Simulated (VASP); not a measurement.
# LiCl (Fm-3m) in VASP: a series of runs

Runs on LiCl. Level: r2SCAN. Tasks: single point.

All numbers are computed with VASP 6.6.1; they aren't measurements. Logs are shortened: lines on timing, memory, paths and dates and some standing lists are left out, and cuts for length are marked.

### Step 1. The cell of the first run

Symmetry: Fm-3m, No. 225, cubic system. The conventional cell has a = 5.112 Å, b = 5.112 Å, c = 5.112 Å, α = 90.00°, β = 90.00°, γ = 90.00°. Li (site symmetry m-3m) has 6 Cl at 2.56 Å within 3.4 Å. Within 3.4 Å of Cl (site symmetry m-3m) lie 6 Li at 2.56 Å.

### Step 2. Single point, r2SCAN

POSCAR

```
LiCl
1.0
    0.0000000000      2.5562056885      2.5562056885
    2.5562056885      0.0000000000      2.5562056885
    2.5562056885      2.5562056885      0.0000000000
Li Cl
1 1
Direct
    0.0000000000      0.0000000000      0.0000000000
    0.5000000000      0.5000000000      0.5000000000
```

INCAR.step1

```
ALGO = Normal
EDIFF = 1E-4
ENCUT = 520
GGA = PE
ISMEAR = -1
LASPH = T
LCHARG = F
LREAL = F
LWAVE = T
NBANDS = 12
NELM = 80
PREC = Accurate
SIGMA = 0.02
```

INCAR.step2

```
ALGO = Normal
EDIFF = 1E-6
ENCUT = 520
ISIF = 2
ISMEAR = -1
ISTART = 1
LASPH = T
LCHARG = F
LMIXTAU = T
LREAL = F
LWAVE = F
METAGGA = R2SCAN
NBANDS = 12
NELM = 80
PREC = Accurate
SIGMA = 0.02
```

KPOINTS

```
k-points
0
Gamma
  7 7 7
```

Potentials or basis: VASP PAW PBE potentials, release 64 (Li_sv, Cl).

On the command line:

```sh
$ cat potpaw_PBE.64/Li_sv/POTCAR potpaw_PBE.64/Cl/POTCAR > POTCAR
$ cp INCAR.step1 INCAR
$ mpirun -np 1 vasp_std > vasp.out
$ cp INCAR.step2 INCAR
$ mpirun -np 1 vasp_std > vasp.out
```

OUTCAR:

```text
EDIFF = 1E-6
   ENCUT = 520
   ISIF = 2
   ISMEAR = -1
   ISTART = 1
   LASPH = T
   LREAL = F
   METAGGA = R2SCAN
   NELM = 80
   PREC = Accurate

 ion  position               nearest neighbor table
   1  0.000  0.000  0.000-   2 2.56   2 2.56   2 2.56   2 2.56   2 2.56   2 2.56
   2  0.500  0.500  0.500-   1 2.56   1 2.56   1 2.56   1 2.56   1 2.56   1 2.56

  LATTYP: Found a face centered cubic cell.
 ALAT       =     5.1124113770

  Lattice vectors:

 A1 = (   0.0000000000,   2.5562056885,   2.5562056885)
 A2 = (   2.5562056885,   0.0000000000,   2.5562056885)
 A3 = (   2.5562056885,   2.5562056885,   0.0000000000)

Analysis of symmetry for initial positions (statically):
=====================================================================
 Subroutine PRICEL returns:
 Original cell was already a primitive cell.

 Routine SETGRP: Setting up the symmetry group for a
 face centered cubic supercell.

 Subroutine GETGRP returns: Found 48 space group operations
 (whereof 48 operations were pure point group operations)
 out of a pool of 48 trial point group operations.

The static configuration has the point symmetry O_h .

Analysis of symmetry for dynamics (positions and initial velocities):
=====================================================================
 Subroutine PRICEL returns:
 Original cell was already a primitive cell.

 Routine SETGRP: Setting up the symmetry group for a
 face centered cubic supercell.

 Subroutine GETGRP returns: Found 48 space group operations
 (whereof 48 operations were pure point group operations)
 out of a pool of 48 trial point group operations.

The dynamic configuration has the point symmetry O_h .

 Subroutine INISYM returns: Found 48 space group operations
 (whereof 48 operations are pure point group operations),
 and found     1 'primitive' translations

----------------------------------------------------------------------------------------

                                     Primitive cell

  volume of cell :      33.4055

  direct lattice vectors                    reciprocal lattice vectors
     0.000000000  2.556205688  2.556205688    -0.195602413  0.195602413  0.195602413
     2.556205688  0.000000000  2.556205688     0.195602413 -0.195602413  0.195602413
     2.556205688  2.556205688  0.000000000     0.195602413  0.195602413 -0.195602413

  length of vectors
     3.615020753  3.615020753  3.615020753     0.338793317  0.338793317  0.338793317

  position of ions in fractional coordinates (direct lattice)
     0.000000000  0.000000000  0.000000000
     0.500000000  0.500000000  0.500000000

  ion indices of the primitive-cell ions
   primitive index   ion index
                 1           1
                 2           2

----------------------------------------------------------------------------------------

 KPOINTS: k-points

Automatic generation of k-mesh.
 Grid dimensions read from file:
 generate k-points for:    7    7    7

 Generating k-lattice:

  Cartesian coordinates                     Fractional coordinates (reciprocal lattice)
    -0.027943202  0.027943202  0.027943202     0.142857143  0.000000000  0.000000000
     0.027943202 -0.027943202  0.027943202     0.000000000  0.142857143  0.000000000
     0.027943202  0.027943202 -0.027943202     0.000000000  0.000000000  0.142857143

  Length of vectors
     0.048399045  0.048399045  0.048399045

  Shift w.r.t. Gamma in fractional coordinates (k-lattice)
     0.000000000  0.000000000  0.000000000

 Subroutine IBZKPT returns following result:
 ===========================================

 Found     20 irreducible k-points:

 Following reciprocal coordinates:
            Coordinates               Weight
  0.000000  0.000000  0.000000      1.000000
  0.142857  0.000000  0.000000      8.000000
  0.285714  0.000000  0.000000      8.000000
  0.428571  0.000000  0.000000      8.000000
  0.142857  0.142857  0.000000      6.000000
  0.285714  0.142857  0.000000     24.000000
[... 12 lines left out ...]
 -0.428571  0.428571  0.142857     24.000000
 -0.285714  0.428571  0.142857     24.000000
   k-points           NKPTS =     20   k-points in BZ     NKDIM =     20   number of bands    NBANDS=     12
   number of dos      NEDOS =    301   number of ions     NIONS =      2
   total plane-waves  NPLWV =  21952
   dimension x,y,z NGX =    28 NGY =   28 NGZ =   28
   dimension x,y,z NGXF=    56 NGYF=   56 NGZF=   56
   ions per type =               1   1
   NGX,Y,Z   is equivalent  to a cutoff of  12.88, 12.88, 12.88 a.u.
   NGXF,Y,Z  is equivalent  to a cutoff of  25.75, 25.75, 25.75 a.u.
 SYSTEM =  unknown system
   PREC   = accura    normal or accurate (medium, high low for compatibility)
   ISTART =      1    job   : 0-new  1-cont  2-samecut
   ICHARG =      0    charge: 1-file 2-atom 10-const
   ISPIN  =      1    spin polarized calculation?
   LNONCOLLINEAR =      F non collinear calculations
   LSORBIT =      F    spin-orbit coupling
   LASPH  =      T    aspherical Exc in radial PAW
   ENCUT  =  520.0 eV  38.22 Ry    6.18 a.u.   6.72  6.72  6.72*2*pi/ulx,y,z
   NELM   =     80;   NELMIN=  2; NELMDL=  0     # of ELM steps
   EDIFF  = 0.1E-05   stopping-criterion for ELM
   LREAL  =      F    real-space projection
   EDIFFG = 0.1E-04   stopping-criterion for IOM
   NSW    =      0    number of steps for IOM
   IBRION =     -1    ionic relax: 0-MD 1-quasi-New 2-CG
   NFREE  =      0    steps in history (QN), initial steepest desc. (CG)
   ISIF   =      2    stress and relaxation
   ISYM   =      2    0-nonsym 1-usesym 2-fastsym
   POTIM  = 0.5000    time-step for ionic-motion
   TEBEG  =    0.0;   TEEND  =   0.0 temperature during run
   PSTRESS=    0.0 pullay stress
   NELECT =      10.0000    total number of electrons
   NUPDOWN=      -1.0000    fix difference up-down
   EMIN   =  10.00;   EMAX   =-10.00  energy-range for DOS
   EFERMI =   0.00;   METHOD = LEGACY
   ISMEAR =    -1;   SIGMA  =   0.02  broadening in eV -4-tet -1-fermi 0-gaus
   EFERMI_NEDOS =   21; number of points for ismear=-14 and -15
   IALGO  =     38    algorithm
   IMIX   =      4    mixing-type and parameters
     AMIX     =   0.40;   BMIX     =  1.00
     AMIX_MAG =   1.60;   BMIX_MAG =  1.00
  volume/ion in A,a.u.               =      16.70       112.72
  Fermi-wavevector in a.u.,A,eV,Ry     =   1.095138  2.069512 16.317852  1.199328
  Thomas-Fermi vector in A             =   2.231456
   LORBIT       =      0    0 simple, 1 ext, 2 COOP (PROOUT), +10 PAW based schemes
   METAGGA = R2SCAN    functional components
   LHFCALC =     F    Hartree Fock is set to
   AEXX    =    0.0000 exact exchange contribution
   IVDW    =     0    specifies the selected vdW correction
   LEPSILON=     F    determine dielectric tensor
   LRPA    =     F    only Hartree local field effects (RPA)
 non-spin polarized calculation
  energy-cutoff  :      520.00
  volume of cell :       33.41
 maximum number of plane-waves:       914
   NGX = 13   NGY = 13   NGZ = 13

 number of electron      10.0000003 magnetization

 Free energy of the ion-electron system (eV)
  ---------------------------------------------------
  ext. energy  EPLUGINS =         0.00000000
  ---------------------------------------------------
  free energy    TOTEN  =       -12.58809001 eV

  energy without entropy =      -12.58809001  energy(sigma->0) =      -12.58809001

 E-fermi :   0.6991     XC(G=0):  -9.2100

 val. band max:        0.2648120179   @ k =   0.0000   0.0000   0.0000
 cond. band min:       7.6238597922   @ k =   0.0000   0.0000   0.0000
 fundamental gap:      7.3590477743
 Fermi energy:         0.6990597323

 k-point     1 :       0.0000    0.0000    0.0000
  band No.  band energies     occupation
      1     -44.5335      2.00000
      2     -13.7552      2.00000
      3       0.2648      2.00000
      4       0.2648      2.00000
      5       0.2648      2.00000
      6       7.6239      0.00000
      7      12.9353      0.00000
      8      12.9353      0.00000
      9      12.9353      0.00000
     10      15.6716      0.00000
     11      15.6716      0.00000
     12      16.1876      0.00000

 k-point     2 :       0.1429    0.0000    0.0000
  band No.  band energies     occupation
      1     -44.5331      2.00000
      2     -13.6531      2.00000
      3      -0.4013      2.00000
      4       0.2078      2.00000
      5       0.2078      2.00000
      6       8.1684      0.00000
      7      12.0961      0.00000
      8      12.8152      0.00000
      9      12.8154      0.00000
     10      14.2430      0.00000
     11      14.2431      0.00000
     12      16.6890      0.00000

 k-point     3 :       0.2857    0.0000    0.0000
  band No.  band energies     occupation
      1     -44.5319      2.00000
      2     -13.4076      2.00000
      3      -1.6412      2.00000
      4       0.0881      2.00000
      5       0.0881      2.00000
      6       8.3241      0.00000
      7      11.5004      0.00000
      8      11.5008      0.00000
      9      12.5240      0.00000
     10      15.5315      0.00000
     11      15.5316      0.00000
     12      17.3554      0.00000
[... 226 lines left out ...]
 k-point    19 :      -0.4286    0.4286    0.1429
  band No.  band energies     occupation
      1     -44.5301      2.00000
      2     -12.9476      2.00000
      3      -2.3525      2.00000
      4      -1.2550      2.00000
      5      -0.7619      2.00000
      6       9.7774      0.00000
      7      10.1714      0.00000
      8      12.0883      0.00000
      9      13.6584      0.00000
     10      16.0279      0.00000
     11      18.9460      0.00000
     12      20.0989      0.00000

 k-point    20 :      -0.2857    0.4286    0.1429
  band No.  band energies     occupation
      1     -44.5301      2.00000
      2     -12.9298      2.00000
      3      -2.0470      2.00000
      4      -1.7830      2.00000
      5      -0.6910      2.00000
      6       9.9550      0.00000
      7      11.3643      0.00000
      8      12.0235      0.00000
      9      12.0430      0.00000
     10      16.6156      0.00000
     11      17.6334      0.00000
     12      20.1110      0.00000

------------------------ aborting loop because EDIFF is reached ----------------------------------------

  FORCE on cell =-STRESS in cart. coord.  units (eV):
  Direction    XX          YY          ZZ          XY          YZ          ZX
  --------------------------------------------------------------------------------------
  -------------------------------------------------------------------------------------
  Total       -0.1003981     -0.1003981     -0.1003981      0.0000000      0.0000000      0.0000000
  in kB       -4.8152467     -4.8152467     -4.8152467      0.0000000      0.0000000      0.0000000
  external PRESSURE =      -4.8152467 kB  Pullay stress =       0.0000000 kB

 VOLUME and BASIS-vectors are now :
 -----------------------------------------------------------------------------
  energy-cutoff  :      520.00
  volume of cell :       33.41
      direct lattice vectors                 reciprocal lattice vectors
     0.000000000  2.556205688  2.556205688    -0.195602413  0.195602413  0.195602413
     2.556205688  0.000000000  2.556205688     0.195602413 -0.195602413  0.195602413
     2.556205688  2.556205688  0.000000000     0.195602413  0.195602413 -0.195602413

 POSITION                                       TOTAL-FORCE (eV/Angst)
 -----------------------------------------------------------------------------------
      0.00000      0.00000      0.00000        -0.000000     -0.000000     -0.000000
      2.55621      2.55621      2.55621         0.000000      0.000000      0.000000
 -----------------------------------------------------------------------------------
    total drift:                                0.000000      0.000000      0.000000

  FREE ENERGIE OF THE ION-ELECTRON SYSTEM (eV)
  ---------------------------------------------------
  free  energy   TOTEN  =       -12.5880900103 eV

  energy  without entropy=      -12.5880900103  energy(sigma->0) =      -12.58809001
```

Wall time 18 s (1 thread of Intel Xeon 6975P-C (Granite Rapids), shared host); peak memory 0.15 GiB.

What came out:

```
Free energy            : -12.5881 eV
Band gap on the k mesh : 7.36 eV
```

Caveat: the cutoff is under 1.25 times the usual one of these potentials, so pressure, stress and relaxed cells hold a basis-set (Pulay) error; the PAW data sets were made with another functional, which shifts forces and pressure a little; an odd mesh through Γ misses points on the zone boundary, where band edges can lie.

### Step 3. Single point, r2SCAN

POSCAR is that of step 2.

INCAR.step1

```
SYSTEM = LiCl
PREC = Accurate
ENCUT = 520
ISMEAR = -1
SIGMA = 0.02
LREAL = .FALSE.
LASPH = .TRUE.
NELM = 80
NBANDS = 12
GGA = PE
ALGO = Normal
EDIFF = 1E-4
LWAVE = .TRUE.
LCHARG = .FALSE.
```

INCAR.step2

```
SYSTEM = LiCl
PREC = Accurate
ENCUT = 520
EDIFF = 1E-6
ISMEAR = -1
SIGMA = 0.02
LREAL = .FALSE.
LASPH = .TRUE.
NELM = 80
ALGO = Normal
ISIF = 2
LWAVE = .FALSE.
LCHARG = .FALSE.
METAGGA = R2SCAN
LMIXTAU = .TRUE.
NBANDS = 12
ISTART = 1
```

KPOINTS

```
Automatic mesh
0
G
  7 7 7
  0 0 0
```

Potentials or basis: VASP PAW PBE potentials, release 64 (Li_sv, Cl).

On the command line:

```sh
$ cat potpaw_PBE.64/Li_sv/POTCAR potpaw_PBE.64/Cl/POTCAR > POTCAR
$ cp INCAR.step1 INCAR
$ mpirun -np 1 vasp_std > vasp.out
$ cp INCAR.step2 INCAR
$ mpirun -np 1 vasp_std > vasp.out
```

Wall time 18 s (1 thread of Intel Xeon 6975P-C (Granite Rapids), shared host); peak memory 0.15 GiB.

It converged, with:

| Property | Result |
| --- | --- |
| Free energy | -12.5881 eV |
| Band gap on the k mesh | 7.36 eV |

Levels at points of the mesh, in eV from the valence-band top:
```
           k point  band 2  band 3  band 4  band 5  band 6  band 7  band 8  band 9
(0.00, 0.00, 0.00)  -14.02    0.00    0.00    0.00    7.36   12.67   12.67   12.67
```

Caveat: the cutoff is under 1.25 times the usual one of these potentials, so pressure, stress and relaxed cells hold a basis-set (Pulay) error; the PAW data sets were made with another functional, which shifts forces and pressure a little; an odd mesh through Γ misses points on the zone boundary, where band edges can lie.

### Step 4. Single point, r2SCAN

This run uses another cell than the first one, of 16.45 Å³/atom.

POSCAR

```
LiCl
1.0
    0.0000000000      2.5433602170      2.5433602170
    2.5433602170      0.0000000000      2.5433602170
    2.5433602170      2.5433602170      0.0000000000
Li Cl
1 1
Direct
    0.0000000000      0.0000000000      0.0000000000
    0.5000000000      0.5000000000      0.5000000000
```

INCAR.step1

```
  PREC = Accurate
  ENCUT = 520
  ISMEAR = -1
  SIGMA = 0.02
  LREAL = False
  LASPH = True
  NELM = 80
  NBANDS = 12
  GGA = PE
  ALGO = Normal
  EDIFF = 1E-4
  LWAVE = True
  LCHARG = False
```

INCAR.step2

```
  PREC = Accurate
  ENCUT = 520
  EDIFF = 1E-7
  ISMEAR = -1
  SIGMA = 0.02
  LREAL = False
  LASPH = True
  NELM = 80
  ALGO = Normal
  ISIF = 2
  LWAVE = False
  LCHARG = False
  METAGGA = R2SCAN
  LMIXTAU = True
  NBANDS = 12
  ISTART = 1
```

KPOINTS

```
regular mesh
0
Gamma
  7 7 7
```

On the command line:

```sh
$ cat potpaw_PBE.64/Li_sv/POTCAR potpaw_PBE.64/Cl/POTCAR > POTCAR
$ cp INCAR.step1 INCAR
$ mpirun -np 1 vasp_std > vasp.out
$ cp INCAR.step2 INCAR
$ mpirun -np 1 vasp_std > vasp.out
```

Run time: 22 s. Hardware: 1 thread of Intel Xeon 6975P-C (Granite Rapids), shared host; peak memory 0.15 GiB.

Results (log left out):

- Free energy: -12.5884 eV
- Band gap on the k mesh: 7.46 eV

Levels at points of the mesh, in eV from the valence-band top:
```csv
k point,band 1,band 2,band 3,band 4,band 5,band 6,band 7,band 8,band 9,band 10
"(0.00, 0.00, 0.00)",-44.78,-14.08,0.00,0.00,0.00,7.46,12.68,12.68,12.68,15.45
```

Caveat: the cutoff is under 1.25 times the usual one of these potentials, so pressure, stress and relaxed cells hold a basis-set (Pulay) error; the PAW data sets were made with another functional, which shifts forces and pressure a little; an odd mesh through Γ misses points on the zone boundary, where band edges can lie.
